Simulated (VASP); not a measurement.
# CdAs2C (P-4m2) in VASP: single point with PBEsol

Aim: the single point of CdAs2C with PBEsol.

All numbers are computed with VASP 6.6.1; they aren't measurements. Logs are shortened: lines on timing, memory, paths and dates and some standing lists are left out, and cuts for length are marked.

## Step 1: The cell of the first run

It takes space group P-4m2 (No. 115, tetragonal). Conventional cell: a = 2.968 Å, b = 2.968 Å, c = 8.811 Å, α = 90.00°, β = 90.00°, γ = 90.00°. Cd (site symmetry -4m2) has 4 Cd at 2.97 Å and 4 As at 3.45 Å within 3.9 Å. As (site symmetry 2mm) has 2 C at 1.97 Å within 2.6 Å. C (site symmetry -4m2) has 4 As at 1.97 Å within 2.6 Å.

## Step 2: Single point, PBEsol

The input, INCAR:

```
SYSTEM = CdAs2C
  PREC = Accurate
  ENCUT = 700
  EDIFF = 1E-6
  ISMEAR = -1
  SIGMA = 0.03
  LREAL = .False.
  LASPH = .True.
  NELM = 120
  ALGO = Normal
  ISIF = 2
  LWAVE = .False.
  LCHARG = .False.
  GGA = PS
  NBANDS = 35
  GGA_COMPAT = .False.
```

The input, KPOINTS:

```
Automatic mesh
0
Gamma
  6 6 4
  0 0 0
```

The input, POSCAR:

```
CdAs2C
1.0
    2.9681776721      0.0000000000      0.0000000000
    0.0000000000      2.9681776721      0.0000000000
    0.0000000000      0.0000000000      8.8112921027
Cd As C
1 2 1
Direct
    0.0000000000      0.0000000000      0.0000000000
    0.0000000000      0.5000000000      0.3528465956
    0.5000000000      0.0000000000      0.6471534044
    0.5000000000      0.5000000000      0.5000000000
```

Potentials or basis: VASP PAW PBE potentials, release 64 (Cd_sv_GW, As_d, C).

Launch:

```console
> cat potpaw_PBE.64/Cd_sv_GW/POTCAR potpaw_PBE.64/As_d/POTCAR potpaw_PBE.64/C/POTCAR > POTCAR
> mpirun -np 1 vasp_std > vasp.out
```

OUTCAR:

```text
SYSTEM = CdAs2C
   PREC = Accurate
   ENCUT = 700
   EDIFF = 1E-6
   ISMEAR = -1
   LREAL = .False.
   LASPH = .True.
   NELM = 120
   ISIF = 2
   GGA = PS

 ion  position               nearest neighbor table
   1  0.000  0.000  0.000-
   2  0.000  0.500  0.353-   4 1.97   4 1.97
   3  0.500  0.000  0.647-   4 1.97   4 1.97
   4  0.500  0.500  0.500-   2 1.97   3 1.97   3 1.97   2 1.97

  LATTYP: Found a simple tetragonal cell.
 ALAT       =     2.9681776721
 C/A-ratio  =     2.9685864783

  Lattice vectors:

 A1 = (   2.9681776721,   0.0000000000,   0.0000000000)
 A2 = (   0.0000000000,   2.9681776721,   0.0000000000)
 A3 = (   0.0000000000,   0.0000000000,   8.8112921027)

Analysis of symmetry for initial positions (statically):
=====================================================================
 Subroutine PRICEL returns:
 Original cell was already a primitive cell.

 Routine SETGRP: Setting up the symmetry group for a
 simple tetragonal supercell.

 Subroutine GETGRP returns: Found  8 space group operations
 (whereof  8 operations were pure point group operations)
 out of a pool of 16 trial point group operations.

The static configuration has the point symmetry D_2d.

Analysis of symmetry for dynamics (positions and initial velocities):
=====================================================================
 Subroutine PRICEL returns:
 Original cell was already a primitive cell.

 Routine SETGRP: Setting up the symmetry group for a
 simple tetragonal supercell.

 Subroutine GETGRP returns: Found  8 space group operations
 (whereof  8 operations were pure point group operations)
 out of a pool of 16 trial point group operations.

The dynamic configuration has the point symmetry D_2d.

 Subroutine INISYM returns: Found  8 space group operations
 (whereof  8 operations are pure point group operations),
 and found     1 'primitive' translations

----------------------------------------------------------------------------------------

                                     Primitive cell

  volume of cell :      77.6282

  direct lattice vectors                    reciprocal lattice vectors
     2.968177672  0.000000000  0.000000000     0.336907056  0.000000000  0.000000000
     0.000000000  2.968177672  0.000000000     0.000000000  0.336907056  0.000000000
     0.000000000  0.000000000  8.811292103     0.000000000  0.000000000  0.113490733

  length of vectors
     2.968177672  2.968177672  8.811292103     0.336907056  0.336907056  0.113490733

  position of ions in fractional coordinates (direct lattice)
     0.000000000  0.000000000  0.000000000
     0.000000000  0.500000000  0.352846596
     0.500000000  0.000000000  0.647153404
     0.500000000  0.500000000  0.500000000

  ion indices of the primitive-cell ions
   primitive index   ion index
                 1           1
                 2           2
                 3           3
                 4           4

----------------------------------------------------------------------------------------

 KPOINTS: Automatic mesh

Automatic generation of k-mesh.
 Grid dimensions read from file:
 generate k-points for:    6    6    4

 Generating k-lattice:

  Cartesian coordinates                     Fractional coordinates (reciprocal lattice)
     0.056151176  0.000000000  0.000000000     0.166666667  0.000000000  0.000000000
     0.000000000  0.056151176  0.000000000     0.000000000  0.166666667  0.000000000
     0.000000000  0.000000000  0.028372683     0.000000000  0.000000000  0.250000000

  Length of vectors
     0.056151176  0.056151176  0.028372683

  Shift w.r.t. Gamma in fractional coordinates (k-lattice)
     0.000000000  0.000000000  0.000000000

 Subroutine IBZKPT returns following result:
 ===========================================

 Found     30 irreducible k-points:

 Following reciprocal coordinates:
            Coordinates               Weight
  0.000000  0.000000  0.000000      1.000000
  0.166667  0.000000  0.000000      4.000000
  0.333333  0.000000  0.000000      4.000000
  0.500000  0.000000  0.000000      2.000000
  0.166667  0.166667  0.000000      4.000000
  0.333333  0.166667  0.000000      8.000000
[... 16 lines left out ...]
  0.333333  0.000000  0.500000      4.000000
  0.500000  0.000000  0.500000      2.000000
 [... further k-points ...]
   k-points           NKPTS =     30   k-points in BZ     NKDIM =     30   number of bands    NBANDS=     35
   number of dos      NEDOS =    301   number of ions     NIONS =      4
   total plane-waves  NPLWV =  62720
   dimension x,y,z NGX =    28 NGY =   28 NGZ =   80
   dimension x,y,z NGXF=    56 NGYF=   56 NGZF=  160
   ions per type =               1   2   1
   NGX,Y,Z   is equivalent  to a cutoff of  15.68, 15.68, 15.09 a.u.
   NGXF,Y,Z  is equivalent  to a cutoff of  31.37, 31.37, 30.19 a.u.
 SYSTEM =  CdAs2C
   PREC   = accura    normal or accurate (medium, high low for compatibility)
   ISTART =      0    job   : 0-new  1-cont  2-samecut
   ICHARG =      2    charge: 1-file 2-atom 10-const
   ISPIN  =      1    spin polarized calculation?
   LNONCOLLINEAR =      F non collinear calculations
   LSORBIT =      F    spin-orbit coupling
   LASPH  =      T    aspherical Exc in radial PAW
   ENCUT  =  700.0 eV  51.45 Ry    7.17 a.u.   6.40  6.40 19.01*2*pi/ulx,y,z
   NELM   =    120;   NELMIN=  2; NELMDL= -5     # of ELM steps
   EDIFF  = 0.1E-05   stopping-criterion for ELM
   LREAL  =      F    real-space projection
   EDIFFG = 0.1E-04   stopping-criterion for IOM
   NSW    =      0    number of steps for IOM
   IBRION =     -1    ionic relax: 0-MD 1-quasi-New 2-CG
   NFREE  =      0    steps in history (QN), initial steepest desc. (CG)
   ISIF   =      2    stress and relaxation
   ISYM   =      2    0-nonsym 1-usesym 2-fastsym
   POTIM  = 0.5000    time-step for ionic-motion
   TEBEG  =    0.0;   TEEND  =   0.0 temperature during run
   PSTRESS=    0.0 pullay stress
   NELECT =      54.0000    total number of electrons
   NUPDOWN=      -1.0000    fix difference up-down
   EMIN   =  10.00;   EMAX   =-10.00  energy-range for DOS
   EFERMI =   0.00;   METHOD = LEGACY
   ISMEAR =    -1;   SIGMA  =   0.03  broadening in eV -4-tet -1-fermi 0-gaus
   EFERMI_NEDOS =   21; number of points for ismear=-14 and -15
   IALGO  =     38    algorithm
   IMIX   =      4    mixing-type and parameters
     AMIX     =   0.40;   BMIX     =  1.00
     AMIX_MAG =   1.60;   BMIX_MAG =  1.00
  volume/ion in A,a.u.               =      19.41       130.97
  Fermi-wavevector in a.u.,A,eV,Ry     =   1.450551  2.741144 28.627988  2.104098
  Thomas-Fermi vector in A             =   2.568150
   LORBIT       =      0    0 simple, 1 ext, 2 COOP (PROOUT), +10 PAW based schemes
   GGA     = PS    functional components
   LHFCALC =     F    Hartree Fock is set to
   AEXX    =    0.0000 exact exchange contribution
   IVDW    =     0    specifies the selected vdW correction
   LEPSILON=     F    determine dielectric tensor
   LRPA    =     F    only Hartree local field effects (RPA)
 non-spin polarized calculation
  energy-cutoff  :      700.00
  volume of cell :       77.63
 maximum number of plane-waves:      3294
 NGX is ok and might be reduce to    28
   NGX = 13   NGY = 13   NGZ = 39

 number of electron      53.9999978 magnetization

 Free energy of the ion-electron system (eV)
  ---------------------------------------------------
  ext. energy  EPLUGINS =         0.00000000
  ---------------------------------------------------
  free energy    TOTEN  =       -19.09601267 eV

  energy without entropy =      -19.09147129  energy(sigma->0) =      -19.09374198

 E-fermi :   4.1527     XC(G=0): -10.6622

 val. band max:        4.1041747556   @ k =   0.1667   0.0000   0.0000
 cond. band min:       4.1539294588   @ k =   0.5000   0.0000   0.0000
 fundamental gap:      0.0497547031
 Fermi energy:         4.1527102081

 k-point     1 :       0.0000    0.0000    0.0000
  band No.  band energies     occupation
      1     -98.1462      2.00000
      2     -59.2387      2.00000
      3     -59.1907      2.00000
      4     -59.1907      2.00000
      5     -32.2561      2.00000
      6     -32.2538      2.00000
[... 27 lines left out ...]
     34      11.5343      0.00000
     35      12.5549      0.00000

 k-point     2 :       0.1667    0.0000    0.0000
  band No.  band energies     occupation
      1     -98.1456      2.00000
      2     -59.2380      2.00000
      3     -59.2001      2.00000
      4     -59.1900      2.00000
      5     -32.2497      2.00000
      6     -32.2449      2.00000
[... 27 lines left out ...]
     34      12.2060      0.00000
     35      12.5599      0.00000

 k-point     3 :       0.3333    0.0000    0.0000
  band No.  band energies     occupation
      1     -98.1445      2.00000
      2     -59.2365      2.00000
      3     -59.2189      2.00000
      4     -59.1887      2.00000
      5     -32.2393      2.00000
      6     -32.2262      2.00000
[... 27 lines left out ...]
     34      11.2198      0.00000
     35      12.4690      0.00000

 k-point     4 :       0.5000    0.0000    0.0000
  band No.  band energies     occupation
      1     -98.1440      2.00000
      2     -59.2358      2.00000
      3     -59.2282      2.00000
      4     -59.1880      2.00000
      5     -32.2346      2.00000
      6     -32.2171      2.00000
[... 27 lines left out ...]
     34      11.1294      0.00000
     35      12.9945      0.00000

 k-point     5 :       0.1667    0.1667    0.0000
  band No.  band energies     occupation
      1     -98.1451      2.00000
      2     -59.2373      2.00000
      3     -59.1995      2.00000
      4     -59.1993      2.00000
      5     -32.2403      2.00000
      6     -32.2383      2.00000
[... 638 lines left out ...]
 k-point    22 :       0.1667    0.0000    0.5000
  band No.  band energies     occupation
      1     -98.1456      2.00000
      2     -59.2380      2.00000
      3     -59.2001      2.00000
      4     -59.1900      2.00000
      5     -32.2497      2.00000
      6     -32.2449      2.00000
[... 27 lines left out ...]
     34      11.6822      0.00000
     35      12.5184      0.00000

 k-point    23 :       0.3333    0.0000    0.5000
  band No.  band energies     occupation
      1     -98.1446      2.00000
      2     -59.2365      2.00000
      3     -59.2189      2.00000
      4     -59.1887      2.00000
      5     -32.2393      2.00000
      6     -32.2262      2.00000
[... 27 lines left out ...]
     34      10.6863      0.00000
     35      12.7041      0.00000

 k-point    24 :       0.5000    0.0000    0.5000
  band No.  band energies     occupation
      1     -98.1440      2.00000
      2     -59.2358      2.00000
      3     -59.2282      2.00000
      4     -59.1880      2.00000
      5     -32.2346      2.00000
      6     -32.2171      2.00000
[... 27 lines left out ...]
     34      10.5727      0.00000
     35      11.9003      0.00000

 [... further k-points ...]

------------------------ aborting loop because EDIFF is reached ----------------------------------------

  FORCE on cell =-STRESS in cart. coord.  units (eV):
  Direction    XX          YY          ZZ          XY          YZ          ZX
  --------------------------------------------------------------------------------------
  -------------------------------------------------------------------------------------
  Total       -0.0320563     -0.0320563     -0.0476845      0.0000000      0.0000000      0.0000000
  in kB       -0.6616148     -0.6616148     -0.9841652      0.0000000      0.0000000      0.0000000
  external PRESSURE =      -0.7691316 kB  Pullay stress =       0.0000000 kB

 VOLUME and BASIS-vectors are now :
 -----------------------------------------------------------------------------
  energy-cutoff  :      700.00
  volume of cell :       77.63
      direct lattice vectors                 reciprocal lattice vectors
     2.968177672  0.000000000  0.000000000     0.336907056  0.000000000  0.000000000
     0.000000000  2.968177672  0.000000000     0.000000000  0.336907056  0.000000000
     0.000000000  0.000000000  8.811292103     0.000000000  0.000000000  0.113490733

 POSITION                                       TOTAL-FORCE (eV/Angst)
 -----------------------------------------------------------------------------------
      0.00000      0.00000      0.00000         0.000000      0.000000      0.000000
      0.00000      1.48409      3.10903        -0.000000      0.000000      0.019329
      1.48409      0.00000      5.70226        -0.000000      0.000000     -0.019329
      1.48409      1.48409      4.40565        -0.000000     -0.000000      0.000000
 -----------------------------------------------------------------------------------
    total drift:                                0.000000     -0.000000      0.000000

  FREE ENERGIE OF THE ION-ELECTRON SYSTEM (eV)
  ---------------------------------------------------
  free  energy   TOTEN  =       -19.0960126707 eV

  energy  without entropy=      -19.0914712859  energy(sigma->0) =      -19.09374198
```

It took 1.8 min on 1 thread of AMD EPYC 7R13 (Zen 3), shared host; peak memory 0.3 GiB.

What came out:

* Free energy: -19.0960 eV
* Pressure: -0.1 GPa
* Largest force: 0.019 eV/Å
* Band gap on the k mesh: zero (bands 27 and 28 overlap by 2.81 eV)

Forces on the atoms (eV/Å):
```
Cd   0.000  0.000  0.000
As   0.000  0.000  0.019
As   0.000  0.000 -0.019
C    0.000  0.000  0.000
```

Caveat: the PAW data sets were made with another functional, which shifts forces and pressure a little.

The gap in the log of VASP goes by the Fermi energy; the results here count the filled bands.